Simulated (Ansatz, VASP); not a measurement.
## One calculation of CaSe, two programs

File INCAR:

```
SYSTEM = CaSe
ALGO = Normal ; EDIFF = 1E-8
ENCUT = 520 ; GGA = PE
GGA_COMPAT = .False. ; ISIF = 2
ISMEAR = -1 ; LASPH = .True.
LCHARG = .False. ; LEFG = .True.
LORBIT = 11 ; LORBMOM = .True.
LREAL = .False. ; LSORBIT = .True.
LWAVE = .False. ; MAGMOM = 0 0 0 0 0 0
NBANDS = 28 ; NELM = 150
PREC = Accurate ; SIGMA = 0.01
```

The input KPOINTS:

```
k-points
0
Gamma
  7 7 7
  0 0 0
```

POSCAR

```
CaSe
1.0
    0.0000000000      2.9560000000      2.9560000000
    2.9560000000      0.0000000000      2.9560000000
    2.9560000000      2.9560000000      0.0000000000
Ca Se
1 1
Direct
    0.0000000000      0.0000000000      0.0000000000
    0.5000000000      0.5000000000      0.5000000000
```

Input for Ansatz:

```yaml
crystal:
  lattice:
    - [0.0, 2.956, 2.956]
    - [2.956, 0.0, 2.956]
    - [2.956, 2.956, 0.0]
  atoms:
    - { symbol: Ca, position: [0.0, 0.0, 0.0] }
    - { symbol: Se, position: [0.5, 0.5, 0.5] }
kpoints:
  mp_grid: { grid: [7, 7, 7] }
  band_path:
    path:
      - [0.0, 0.0, 0.0]
      - [0.5, 0.0, 0.5]
      - [0.625, 0.25, 0.625]
      - [0.375, 0.375, 0.75]
      - [0.0, 0.0, 0.0]
      - [0.5, 0.5, 0.5]
      - [0.5, 0.25, 0.75]
      - [0.5, 0.0, 0.5]
    npoints: 5
scf:
  occupations: { method: fermi_dirac, width: 0.01 }
hamiltonian:
  xc: pbe
  pseudopotentials: { kind: paw_fr }
output:
  forces: true
  stress: true
  eigenvalues: true
  efg: { contact_densities: true }
magnetization:
  noncollinear: true
  spin_orbit: true
```

Alike in both runs: task electric field gradients; functional PBE; k mesh 7 × 7 × 7; occupations fermi-dirac, width 0.01 eV; non-collinear spin, spin-orbit coupling.

|  | VASP | Ansatz |
| --- | --- | --- |
| version | VASP 6.6.1 | Ansatz 0.2.0 |
| potentials or method | VASP PAW PBE potentials, release 64 (Ca_sv, Se) | PAW with Ansatz's default frozen-core files, fully relativistic files with spin-orbit coupling |
| plane-wave cutoff (eV) | 520 | 420 |
| valence electrons in the cell | 16 | 26 |

|  | VASP | Ansatz | Ansatz less VASP |
| --- | --- | --- | --- |
| pressure (GPa) | 1.4 | 1.2 | -0.18 |
| net moment per atom (μB) | 0.00 | 0.00 | 0.000 |

With one functional, cell and mesh, what is left measures potentials, basis and numerics. VASP's potentials hold 16 valence electrons a cell and Ansatz's 26, so a difference there can come from the potentials and not from the codes.
